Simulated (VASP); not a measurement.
Sr: single point with PBEsol

The system is Sr.

```xyz
1
Lattice="4.2175 0.0000 0.0000 -1.4058 3.9763 0.0000 -1.4058 -1.9882 3.4436" Properties=species:S:1:pos:R:3 pbc="T T T"
Sr    0.0000    0.0000    0.0000
```

This isn't the form of Sr at room conditions, which is fcc.

```json
{
 "Program": "VASP 6.6.1",
 "Task": "single point",
 "Functional": "PBEsol",
 "Potentials or basis": "VASP PAW PBE potentials, release 64 (Sr_sv)",
 "Cutoff": "520 eV",
 "k mesh": "7 × 7 × 7",
 "Occupations": "fermi-dirac, width 0.1 eV",
 "Spin": "no spin polarisation"
}
```

* Pressure: -1.2 GPa
* Band gap on the k mesh: zero (bands 5 and 6 overlap by 0.22 eV)

Levels at points of the mesh, in eV from the Fermi level:
| k point | band 1 | band 2 | band 3 | band 4 | band 5 | band 6 | band 7 | band 8 | band 9 | band 10 |
| --- | --- | --- | --- | --- | --- | --- | --- | --- | --- | --- |
| (0.00, 0.00, 0.00) | -36.63 | -18.53 | -18.53 | -18.53 | -3.57 | 2.31 | 2.31 | 2.31 | 3.59 | 3.59 |

It took 18 s on 1 thread of Intel Xeon 8259CL, on a shared host, peak memory 0.17 GiB.

Caveat: the PAW data sets were made with another functional, which shifts forces and pressure a little.
